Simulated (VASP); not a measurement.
# Si (P2_12_12_1) in VASP: further runs

The runs below take Si through single point, with PBE.

All numbers are computed with VASP 6.6.1; they aren't measurements. Logs are shortened: lines on timing, memory, paths and dates and some standing lists are left out, and cuts for length are marked.

## Step 1: The cell of the first run

Symmetry: P2_12_12_1, No. 19, orthorhombic system. Conventional cell: a = 3.835 Å, b = 3.835 Å, c = 5.424 Å, α = 90.00°, β = 90.00°, γ = 90.00°. Si (site symmetry 1) has 4 Si at 2.35 to 2.36 Å within 3.1 Å.

## Step 2: Single point, PBE (atoms displaced along a vibrational mode, the cell strained)

INCAR reads:

```
SYSTEM = Si
PREC = Accurate
ENCUT = 520
EDIFF = 1E-7
ISMEAR = 0
SIGMA = 0.05
LREAL = .FALSE.
LASPH = .TRUE.
NELM = 80
ALGO = Normal
ISIF = 2
LWAVE = .FALSE.
LCHARG = .FALSE.
GGA = PE
NBANDS = 16
```

KPOINTS reads:

```
Automatic mesh
0
G
  8 8 6
  0 0 0
```

POSCAR reads:

```
Si
1.0
    0.0000000000     -2.7120622449     -2.7120622449
    0.0000000000      2.7120622449     -2.7120622449
    5.4241244898      0.0000000000      0.0000000000
Si
4
Direct
    0.5079281072      0.5291944823      0.0000000000
   -0.0079281072     -0.0291944823      0.5000000000
    1.0079281072      0.4708055177      0.2500000000
    0.4920718928      0.0291944823      0.7500000000
```

Potentials or basis: VASP PAW PBE potentials, release 64 (Si).

Started as:

```bash
cat potpaw_PBE.64/Si/POTCAR > POTCAR
mpirun -np 1 vasp_std > vasp.out
```

OUTCAR:

```text
SYSTEM = Si
   PREC = Accurate
   ENCUT = 520
   EDIFF = 1E-7
   ISMEAR = 0
   LREAL = .FALSE.
   LASPH = .TRUE.
   NELM = 80
   ISIF = 2
   GGA = PE

 ion  position               nearest neighbor table
   1  0.508  0.529  0.000-   4 2.35   4 2.35   3 2.36   3 2.36
   2  0.992  0.971  0.500-   3 2.35   3 2.35   4 2.36   4 2.36
   3  0.008  0.471  0.250-   2 2.35   2 2.35   1 2.36   1 2.36
   4  0.492  0.029  0.750-   1 2.35   1 2.35   2 2.36   2 2.36

  LATTYP: Found a simple tetragonal cell.
 ALAT       =     3.8354352087
 C/A-ratio  =     1.4142135624

  Lattice vectors:

 A1 = (   0.0000000000,  -2.7120622449,  -2.7120622449)
 A2 = (   0.0000000000,   2.7120622449,  -2.7120622449)
 A3 = (   5.4241244898,   0.0000000000,   0.0000000000)

Analysis of symmetry for initial positions (statically):
=====================================================================
 Subroutine PRICEL returns:
 Original cell was already a primitive cell.

 Routine SETGRP: Setting up the symmetry group for a
 simple tetragonal supercell.

 Subroutine GETGRP returns: Found  4 space group operations
 (whereof  1 operations were pure point group operations)
 out of a pool of 16 trial point group operations.

The static configuration has the point symmetry C_1 .
 The point group associated with its full space group is D_2 .

Analysis of symmetry for dynamics (positions and initial velocities):
=====================================================================
 Subroutine PRICEL returns:
 Original cell was already a primitive cell.

 Routine SETGRP: Setting up the symmetry group for a
 simple tetragonal supercell.

 Subroutine GETGRP returns: Found  4 space group operations
 (whereof  1 operations were pure point group operations)
 out of a pool of 16 trial point group operations.

The dynamic configuration has the point symmetry C_1 .
 The point group associated with its full space group is D_2 .

 Subroutine INISYM returns: Found  4 space group operations
 (whereof  1 operations are pure point group operations),
 and found     1 'primitive' translations

----------------------------------------------------------------------------------------

                                     Primitive cell

  volume of cell :      79.7919

  direct lattice vectors                    reciprocal lattice vectors
     0.000000000 -2.712062245 -2.712062245     0.000000000 -0.184361550 -0.184361550
     0.000000000  2.712062245 -2.712062245     0.000000000  0.184361550 -0.184361550
     5.424124490  0.000000000  0.000000000     0.184361550  0.000000000  0.000000000

  length of vectors
     3.835435209  3.835435209  5.424124490     0.260726605  0.260726605  0.184361550

  position of ions in fractional coordinates (direct lattice)
     0.507928107  0.529194482  0.000000000
     0.992071893  0.970805518  0.500000000
     0.007928107  0.470805518  0.250000000
     0.492071893  0.029194482  0.750000000

  ion indices of the primitive-cell ions
   primitive index   ion index
                 1           1
                 2           2
                 3           3
                 4           4

----------------------------------------------------------------------------------------

 KPOINTS: Automatic mesh

Automatic generation of k-mesh.
 Grid dimensions read from file:
 generate k-points for:    8    8    6

 Generating k-lattice:

  Cartesian coordinates                     Fractional coordinates (reciprocal lattice)
     0.000000000 -0.023045194 -0.023045194     0.125000000  0.000000000  0.000000000
     0.000000000  0.023045194 -0.023045194     0.000000000  0.125000000  0.000000000
     0.030726925  0.000000000  0.000000000     0.000000000  0.000000000  0.166666667

  Length of vectors
     0.032590826  0.032590826  0.030726925

  Shift w.r.t. Gamma in fractional coordinates (k-lattice)
     0.000000000  0.000000000  0.000000000

 Subroutine IBZKPT returns following result:
 ===========================================

 Found    100 irreducible k-points:

 Following reciprocal coordinates:
            Coordinates               Weight
  0.000000  0.000000  0.000000      1.000000
  0.125000  0.000000  0.000000      2.000000
  0.000000  0.125000  0.000000      2.000000
  0.250000  0.000000  0.000000      2.000000
  0.000000  0.250000  0.000000      2.000000
  0.375000  0.000000  0.000000      2.000000
[... 16 lines left out ...]
  0.500000  0.375000  0.000000      2.000000
 -0.375000  0.500000  0.000000      2.000000
 [... further k-points ...]
   k-points           NKPTS =    100   k-points in BZ     NKDIM =    100   number of bands    NBANDS=     16
   number of dos      NEDOS =    301   number of ions     NIONS =      4
   total plane-waves  NPLWV =  36000
   dimension x,y,z NGX =    30 NGY =   30 NGZ =   40
   dimension x,y,z NGXF=    60 NGYF=   60 NGZF=   80
   ions per type =               4
   NGX,Y,Z   is equivalent  to a cutoff of  13.00, 13.00, 12.26 a.u.
   NGXF,Y,Z  is equivalent  to a cutoff of  26.01, 26.01, 24.52 a.u.
 SYSTEM =  Si
   PREC   = accura    normal or accurate (medium, high low for compatibility)
   ISTART =      0    job   : 0-new  1-cont  2-samecut
   ICHARG =      2    charge: 1-file 2-atom 10-const
   ISPIN  =      1    spin polarized calculation?
   LNONCOLLINEAR =      F non collinear calculations
   LSORBIT =      F    spin-orbit coupling
   LASPH  =      T    aspherical Exc in radial PAW
   ENCUT  =  520.0 eV  38.22 Ry    6.18 a.u.   7.13  7.13 10.09*2*pi/ulx,y,z
   NELM   =     80;   NELMIN=  2; NELMDL= -5     # of ELM steps
   EDIFF  = 0.1E-06   stopping-criterion for ELM
   LREAL  =      F    real-space projection
   EDIFFG = 0.1E-05   stopping-criterion for IOM
   NSW    =      0    number of steps for IOM
   IBRION =     -1    ionic relax: 0-MD 1-quasi-New 2-CG
   NFREE  =      0    steps in history (QN), initial steepest desc. (CG)
   ISIF   =      2    stress and relaxation
   ISYM   =      2    0-nonsym 1-usesym 2-fastsym
   POTIM  = 0.5000    time-step for ionic-motion
   TEBEG  =    0.0;   TEEND  =   0.0 temperature during run
   PSTRESS=    0.0 pullay stress
   NELECT =      16.0000    total number of electrons
   NUPDOWN=      -1.0000    fix difference up-down
   EMIN   =  10.00;   EMAX   =-10.00  energy-range for DOS
   EFERMI =   0.00;   METHOD = LEGACY
   ISMEAR =     0;   SIGMA  =   0.05  broadening in eV -4-tet -1-fermi 0-gaus
   EFERMI_NEDOS =   21; number of points for ismear=-14 and -15
   IALGO  =     38    algorithm
   IMIX   =      4    mixing-type and parameters
     AMIX     =   0.40;   BMIX     =  1.00
     AMIX_MAG =   1.60;   BMIX_MAG =  1.00
  volume/ion in A,a.u.               =      19.95       134.62
  Fermi-wavevector in a.u.,A,eV,Ry     =   0.958213  1.810759 12.492478  0.918171
  Thomas-Fermi vector in A             =   2.087300
   LORBIT       =      0    0 simple, 1 ext, 2 COOP (PROOUT), +10 PAW based schemes
   GGA     = PE    functional components
   LHFCALC =     F    Hartree Fock is set to
   AEXX    =    0.0000 exact exchange contribution
   IVDW    =     0    specifies the selected vdW correction
   LEPSILON=     F    determine dielectric tensor
   LRPA    =     F    only Hartree local field effects (RPA)
 non-spin polarized calculation
 Gauss-broadening in eV      SIGMA  =   0.05
  energy-cutoff  :      520.00
  volume of cell :       79.79
 maximum number of plane-waves:      2180
 NGX is ok and might be reduce to    30
   NGX = 15   NGY = 15   NGZ = 21

 number of electron      16.0000001 magnetization

 Free energy of the ion-electron system (eV)
  ---------------------------------------------------
  ext. energy  EPLUGINS =         0.00000000
  ---------------------------------------------------
  free energy    TOTEN  =       -21.62730482 eV

  energy without entropy =      -21.62730482  energy(sigma->0) =      -21.62730482

 E-fermi :   6.1730     XC(G=0):  -9.4359

 val. band max:        5.9107578346   @ k =   0.0000   0.0000   0.0000
 cond. band min:       6.4391201738   @ k =   0.3750   0.3750   0.0000
 fundamental gap:      0.5283623392
 Fermi energy:         6.1730329846

 k-point     1 :       0.0000    0.0000    0.0000
  band No.  band energies     occupation
      1      -6.1083      2.00000
      2      -1.9660      2.00000
      3      -1.9217      2.00000
      4       3.0170      2.00000
      5       3.0497      2.00000
      6       5.6231      2.00000
[... 8 lines left out ...]
     15      13.4222      0.00000
     16      13.5980      0.00000

 k-point     2 :       0.1250    0.0000    0.0000
  band No.  band energies     occupation
      1      -5.9715      2.00000
      2      -2.0342      2.00000
      3      -1.7735      2.00000
      4       2.3528      2.00000
      5       3.1355      2.00000
      6       4.8720      2.00000
[... 8 lines left out ...]
     15      12.9287      0.00000
     16      13.4509      0.00000

 k-point     3 :       0.0000    0.1250    0.0000
  band No.  band energies     occupation
      1      -5.9709      2.00000
      2      -1.9893      2.00000
      3      -1.8179      2.00000
      4       2.3209      2.00000
      5       3.1507      2.00000
      6       4.7773      2.00000
[... 8 lines left out ...]
     15      12.9100      0.00000
     16      13.4430      0.00000

 k-point     4 :       0.2500    0.0000    0.0000
  band No.  band energies     occupation
      1      -5.5667      2.00000
      2      -2.3756      2.00000
      3      -1.3302      2.00000
      4       1.5701      2.00000
      5       3.2232      2.00000
      6       3.4562      2.00000
[... 8 lines left out ...]
     15      12.1491      0.00000
     16      13.1817      0.00000
[... 324 lines left out ...]
 k-point    22 :       0.3750    0.3750    0.0000
  band No.  band energies     occupation
      1      -3.7026      2.00000
      2      -1.8770      2.00000
      3      -1.8525      2.00000
      4       0.1345      2.00000
      5       2.4357      2.00000
      6       2.4645      2.00000
[... 8 lines left out ...]
     15      13.9912      0.00000
     16      14.0442      0.00000

 k-point    23 :       0.5000    0.3750    0.0000
  band No.  band energies     occupation
      1      -2.8362      2.00000
      2      -2.8362      2.00000
      3      -0.9343      2.00000
      4      -0.9343      2.00000
      5       2.8667      2.00000
      6       2.8667      2.00000
[... 8 lines left out ...]
     15      15.0855      0.00000
     16      15.0855      0.00000

 k-point    24 :      -0.3750    0.5000    0.0000
  band No.  band energies     occupation
      1      -2.8286      2.00000
      2      -2.8286      2.00000
      3      -0.9487      2.00000
      4      -0.9487      2.00000
      5       2.8528      2.00000
      6       2.8528      2.00000
[... 8 lines left out ...]
     15      15.1249      0.00000
     16      15.1249      0.00000

 [... further k-points ...]

------------------------ aborting loop because EDIFF is reached ----------------------------------------

  FORCE on cell =-STRESS in cart. coord.  units (eV):
  Direction    XX          YY          ZZ          XY          YZ          ZX
  --------------------------------------------------------------------------------------
  -------------------------------------------------------------------------------------
  Total        0.8451621      0.8889698      0.8889698      0.0000000     -0.1114839      0.0000000
  in kB       16.9703823     17.8500171     17.8500171      0.0000000     -2.2385337      0.0000000
  external PRESSURE =      17.5568055 kB  Pullay stress =       0.0000000 kB

 VOLUME and BASIS-vectors are now :
 -----------------------------------------------------------------------------
  energy-cutoff  :      520.00
  volume of cell :       79.79
      direct lattice vectors                 reciprocal lattice vectors
     0.000000000 -2.712062245 -2.712062245     0.000000000 -0.184361550 -0.184361550
     0.000000000  2.712062245 -2.712062245     0.000000000  0.184361550 -0.184361550
     5.424124490  0.000000000  0.000000000     0.184361550  0.000000000  0.000000000

 POSITION                                       TOTAL-FORCE (eV/Angst)
 -----------------------------------------------------------------------------------
      0.00000      0.05768     -2.81274         0.106356     -0.130660      0.213266
      2.71206     -0.05768     -5.32345         0.106356      0.130660     -0.213266
      1.35603      1.25535     -1.29836        -0.106356      0.213266     -0.130660
      4.06809     -1.25535     -1.41371        -0.106356     -0.213266      0.130660
 -----------------------------------------------------------------------------------
    total drift:                                0.000000      0.000000      0.000000

  FREE ENERGIE OF THE ION-ELECTRON SYSTEM (eV)
  ---------------------------------------------------
  free  energy   TOTEN  =       -21.6273048244 eV

  energy  without entropy=      -21.6273048244  energy(sigma->0) =      -21.62730482
```

It took 58 s on 1 thread of AMD EPYC 9R45 (Zen 5), shared host; peak memory 0.2 GiB.

Results:

* Free energy: -21.6273 eV
* Pressure: 1.8 GPa
* Largest force: 0.272 eV/Å
* Band gap on the k mesh: 0.53 eV (least direct gap 0.67 eV)

Forces on the atoms (eV/Å):
```
Si   0.106 -0.131  0.213
Si   0.106  0.131 -0.213
Si  -0.106  0.213 -0.131
Si  -0.106 -0.213  0.131
```

Stress tensor (GPa, compression positive):
```
 1.70  0.00  0.00
 0.00  1.79 -0.22
 0.00 -0.22  1.79
```

Levels at points of the mesh, in eV from the valence-band top:
```tsv
k point	band 6	band 7	band 8	band 9	band 10	band 11
(0.00, 0.00, 0.00)	-0.29	-0.01	0.00	0.67	0.88	2.52
(0.50, 0.00, 0.00)	-3.80	-1.38	-1.38	2.38	2.38	4.71
(0.00, 0.50, 0.00)	-3.81	-1.32	-1.32	2.43	2.43	4.73
(0.50, 0.50, 0.00)	-2.89	-2.87	-2.87	0.61	0.61	0.62
(0.00, 0.00, 0.50)	-1.94	-1.90	-1.90	1.09	1.09	2.99
(0.50, 0.00, 0.50)	-1.25	-1.20	-1.20	1.50	1.50	3.27
(0.00, 0.50, 0.50)	-1.23	-1.19	-1.19	1.47	1.47	3.26
(0.50, 0.50, 0.50)	-3.91	-3.91	-3.91	4.16	4.16	4.16
```

Caveat: the cell differs from its parent crystal (atoms displaced along a vibrational mode, the cell strained).

## Step 3: Single point, PBE (atoms displaced along a vibrational mode, the cell strained)

INCAR reads:

```
PREC = Accurate
ENCUT = 520
EDIFF = 1E-7
ISMEAR = 0
SIGMA = 0.05
LREAL = False
LASPH = True
NELM = 60
ALGO = Normal
ISIF = 2
LWAVE = False
LCHARG = False
GGA = PE
NBANDS = 16
```

KPOINTS reads:

```
regular mesh
0
Gamma
  8 8 6
```

POSCAR reads:

```
Si
1.0
    0.0000000000     -2.7120622449     -2.7120622449
    0.0000000000      2.7120622449     -2.7120622449
    5.4241244898      0.0000000000      0.0000000000
Si
4
Direct
    0.5059494685      0.5219083380      0.0000000000
   -0.0059494685     -0.0219083380      0.5000000000
    1.0059494685      0.4780916620      0.2500000000
    0.4940505315      0.0219083380      0.7500000000
```

Potentials or basis: VASP PAW PBE potentials, release 64 (Si).

Started as:

```bash
cat potpaw_PBE.64/Si/POTCAR > POTCAR
mpirun -np 1 vasp_std > vasp.out
```

It took 60 s on 1 thread of AMD EPYC 9R45 (Zen 5), shared host; peak memory 0.2 GiB.

The run converged. Its results:

```yaml
Free_energy: -21.6523 eV
Pressure: 2.0 GPa
Largest_force: 0.192 eV/Å
Band_gap_on_the_k_mesh: 0.56 eV (least direct gap 0.69 eV)
```

Forces on the atoms (eV/Å):
```
Si   0.061 -0.093  0.156
Si   0.061  0.093 -0.156
Si  -0.061  0.156 -0.093
Si  -0.061 -0.156  0.093
```

Stress tensor (GPa, compression positive):
```
 1.93  0.00  0.00
 0.00  2.01 -0.13
 0.00 -0.13  2.01
```

Levels at points of the mesh, in eV from the valence-band top:
```tsv
k point	band 6	band 7	band 8	band 9	band 10	band 11
(0.00, 0.00, 0.00)	-0.18	-0.01	0.00	0.69	0.82	2.54
(0.50, 0.00, 0.00)	-3.78	-1.36	-1.36	2.41	2.41	4.75
(0.00, 0.50, 0.00)	-3.79	-1.33	-1.33	2.44	2.44	4.76
(0.50, 0.50, 0.00)	-2.88	-2.87	-2.87	0.65	0.65	0.66
(0.00, 0.00, 0.50)	-1.92	-1.90	-1.90	1.11	1.11	3.05
(0.50, 0.00, 0.50)	-1.23	-1.20	-1.20	1.52	1.52	3.30
(0.00, 0.50, 0.50)	-1.22	-1.19	-1.19	1.50	1.50	3.30
(0.50, 0.50, 0.50)	-3.89	-3.89	-3.89	4.21	4.21	4.21
```

Caveat: the cell differs from its parent crystal (atoms displaced along a vibrational mode, the cell strained). A k mesh can miss the band edges.

## Step 4: Single point, PBE (atoms displaced along a vibrational mode)

INCAR reads:

```
SYSTEM = Si
ALGO     = Normal         ! electronic algorithm
EDIFF    = 1E-6           ! SCF threshold, eV
ENCUT    = 520            ! plane-wave cutoff, eV
GGA      = PE             ! functional
ISIF     = 2              ! what is computed and relaxed
ISMEAR   = 0              ! smearing method
LASPH    = .True.         ! aspherical terms in the spheres
LCHARG   = .False.        ! write CHGCAR
LREAL    = .False.        ! projectors in reciprocal space
LWAVE    = .False.        ! write WAVECAR
NBANDS   = 16             ! bands
NELM     = 80             ! most SCF steps
PREC     = Accurate       ! precision mode
SIGMA    = 0.05           ! smearing width, eV
```

KPOINTS reads:

```
k-points
0
Gamma
  8 8 6
  0 0 0
```

POSCAR reads:

```
Si
1.0
    0.0000000000     -2.7347607592     -2.7347607592
    0.0000000000      2.7347607592     -2.7347607592
    5.4695215184      0.0000000000      0.0000000000
Si
4
Direct
    0.5059494685      0.5219083380      0.0000000000
   -0.0059494685     -0.0219083380      0.5000000000
    1.0059494685      0.4780916620      0.2500000000
    0.4940505315      0.0219083380      0.7500000000
```

Started as:

```bash
cat potpaw_PBE.64/Si/POTCAR > POTCAR
mpirun -np 1 vasp_std > vasp.out
```

Wall time 63 s (1 thread of AMD EPYC 9R45 (Zen 5), shared host); peak memory 0.2 GiB.

Results (log left out):

| Property | Result |
| --- | --- |
| Free energy | -21.6626 eV |
| Pressure | -0.3 GPa |
| Largest force | 0.209 eV/Å |
| Band gap on the k mesh | 0.60 eV (least direct gap 0.73 eV) |

Forces on the atoms (eV/Å):
```
Si   0.058 -0.103  0.173
Si   0.058  0.103 -0.173
Si  -0.058  0.173 -0.103
Si  -0.058 -0.173  0.103
```

Stress tensor (GPa, compression positive):
```
-0.37  0.00  0.00
 0.00 -0.30 -0.10
 0.00 -0.10 -0.30
```

Levels at points of the mesh, in eV from the valence-band top:
```
           k point  band 5  band 6  band 7  band 8  band 9  band 10  band 11  band 12
(0.00, 0.00, 0.00)   -2.80   -0.17   -0.01    0.00    0.73     0.85     2.53     2.54
(0.50, 0.00, 0.00)   -3.69   -3.69   -1.33   -1.33    2.39     2.39     4.70     4.70
(0.00, 0.50, 0.00)   -3.70   -3.70   -1.30   -1.30    2.42     2.42     4.70     4.70
(0.50, 0.50, 0.00)   -2.81   -2.81   -2.80   -2.80    0.70     0.70     0.71     0.71
(0.00, 0.00, 0.50)   -1.88   -1.88   -1.85   -1.85    1.13     1.13     3.05     3.05
(0.50, 0.00, 0.50)   -1.21   -1.21   -1.18   -1.18    1.43     1.43     3.31     3.31
(0.00, 0.50, 0.50)   -1.20   -1.20   -1.17   -1.17    1.41     1.41     3.30     3.30
(0.50, 0.50, 0.50)   -3.78   -3.78   -3.78   -3.78    4.20     4.20     4.20     4.20
```

Caveat: the cell differs from its parent crystal (atoms displaced along a vibrational mode). A k mesh can miss the band edges.

(Continued in part 2 of 2.)
